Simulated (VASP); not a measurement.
Runs of VASP 6.6.1 on Be2H3. The structure is that of space group R3m (No. 160), or close to it. The cells are those of the table. 

```csv
task,cell,k mesh,cutoff (eV),gap on the mesh (eV),pressure (GPa),relaxed volume (Å³/atom),largest force (eV/Å)
relaxation of cell and atoms,"relaxed from a = 3.856 Å, angles 55.1°, 5 atoms",6 × 6 × 6,600,none,0.0,5.72,0.02
single point,"a = 3.725 Å, angles 59.3°, 5 atoms",12 × 12 × 12,520,none,0.0,-,0.02
relaxation of cell and atoms,"relaxed from a = 3.731 Å, angles 59.2°, 5 atoms",12 × 12 × 12,600,none,-0.1,(a),0.01
single point,"a = 3.856 Å, angles 55.1°, 5 atoms",6 × 6 × 6,520,none,-1.9,-,2.90
single point,"a = 3.731 Å, angles 59.2°, 5 atoms",6 × 6 × 6,520,none,0.0,-,0.01
```

Alike in all rows: level PBE; potentials or basis VASP PAW PBE potentials, release 64 (Be, H); no spin polarisation; smearing gaussian 0.1 eV.

Problem. Fill in the values left out.

Solution. (a) 7.21.

Caveats: the volume moved by over 15 % at a fixed basis, so the end points are rough (some runs); forces of over 1 eV/Å act on the atoms, so gaps and moduli don't describe the material at rest (some runs).

A gap of «none» marks levels without a gap at the run's occupations.
